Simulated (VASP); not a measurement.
The system is RbBr.

```
CELL_PARAMETERS angstrom
4.16425 0.00000 0.00000
0.00000 4.16425 0.00000
0.00000 0.00000 4.11517
ATOMIC_POSITIONS crystal
Rb 0.00000 0.00000 0.00000
Br 0.50000 0.50000 0.50000
```

This cell differs from its parent crystal: epitaxial xy strain +0.9%.

Base run:

* Program: VASP 6.6.1
* Functional: PBE
* Potentials or basis: VASP PAW PBE potentials, release 64 (Rb_sv, Br)
* Cutoff: 520 eV
* k mesh: 6 × 6 × 6
* Occupations: fermi-dirac, width 0.02 eV
* Spin: no spin polarisation

Its results: band gap on the k mesh 3.99 eV (least direct gap 4.14 eV); pressure 0.6 GPa.

Task: The run is repeated on the same cell with these changes: functional from PBE to r2SCAN; occupations from fermi-dirac, width 0.02 eV to gaussian, width 0.01 eV. What comes out?

Result: Band gap on the k mesh 4.74 eV (least direct gap 4.88 eV); pressure -0.2 GPa.

Caveats: the structure was generated, so it needn't be the stable form of RbBr; the PAW data sets were made with another functional, which shifts forces and pressure a little (at least some runs).

A k mesh can miss the band edges.
